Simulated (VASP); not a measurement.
Here is a VASP 6.6.1 calculation.

INCAR

```
PREC     = Accurate       # precision mode
ENCUT    = 520            # plane-wave cutoff, eV
EDIFF    = 1E-7           # SCF threshold, eV
ISMEAR   = -1             # smearing method
SIGMA    = 0.1            # smearing width, eV
LREAL    = False          # projectors in reciprocal space
LASPH    = True           # aspherical terms in the spheres
NELM     = 150            # most SCF steps
ALGO     = Normal         # electronic algorithm
ISIF     = 2              # what is computed and relaxed
LWAVE    = False          # write WAVECAR
LCHARG   = True           # write CHGCAR
ISPIN    = 2              # spin polarisation
MAGMOM   = 5.2 0          # initial moments
LORBIT   = 11             # projections on sites
LMAXMIX  = 4              # l up to which the mixer works
GGA      = CA             # functional
LELF     = True           # ELF
LVHAR    = True         
NBANDS   = 20             # bands
```

Contents of KPOINTS:

```
regular mesh
0
Gamma
  9 9 9
```

POSCAR

```
MnSb
1.0
    0.0000000000      2.7476336939      2.7476336939
    2.7476336939      0.0000000000      2.7476336939
    2.7476336939      2.7476336939      0.0000000000
Mn Sb
1 1
Direct
    0.0000000000      0.0000000000      0.0000000000
    0.5000000000      0.5000000000      0.5000000000
```

Potentials or basis: VASP PAW LDA potentials, release 64 (Mn_pv, Sb).

Launch:

```bash
$ cat potpaw_LDA.64/Mn_pv/POTCAR potpaw_LDA.64/Sb/POTCAR > POTCAR
$ mpirun -np 1 vasp_std > vasp.out
```

(1) What does it give for the net moment?

(2) What does it give for the site moments?

(3) Estimate the pressure.

Results:

(1) 3.51 μB per cell.

(2) Mn +3.41; Sb -0.08 μB.

(3) -5.7 GPa.

Caveat: the cell stands under tension; a cell with one magnetic atom can't hold antiferromagnetic order, which such compounds often take.
